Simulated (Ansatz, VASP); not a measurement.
## Two plane-wave programs on Ba

```xyz
1
Lattice="-2.5095 2.5105 2.5119 2.5095 -2.5105 2.5119 2.5095 2.5105 -2.5119" Properties=species:S:1:pos:R:3 pbc="T T T"
Ba    0.0000    0.0000    0.0000
```

Alike in both runs: functional PBE; k mesh 16 × 16 × 16; occupations gaussian, width 0.1 eV; no spin polarisation.

Ansatz relaxed the structure, and its values are those at the end. VASP's run is a single point on that final structure, the one shown.

|  | VASP | Ansatz |
| --- | --- | --- |
| version | VASP 6.6.1 | Ansatz 0.2.0 |
| potentials or method | VASP PAW PBE potentials, release 64 (Ba_sv), cutoff 520 eV | scalar-relativistic, plane waves, PAW |
| valence electrons in the cell | 10 | 10 |

```tsv
	VASP	Ansatz	Ansatz less VASP
gap on the k mesh at the Fermi level (eV)	none	none	-
pressure (GPa)	0.1	0.0	-0.05
```

A gap of «none» marks a metal or a gap that the smearing closes.

Neither program's run includes spin-orbit coupling.
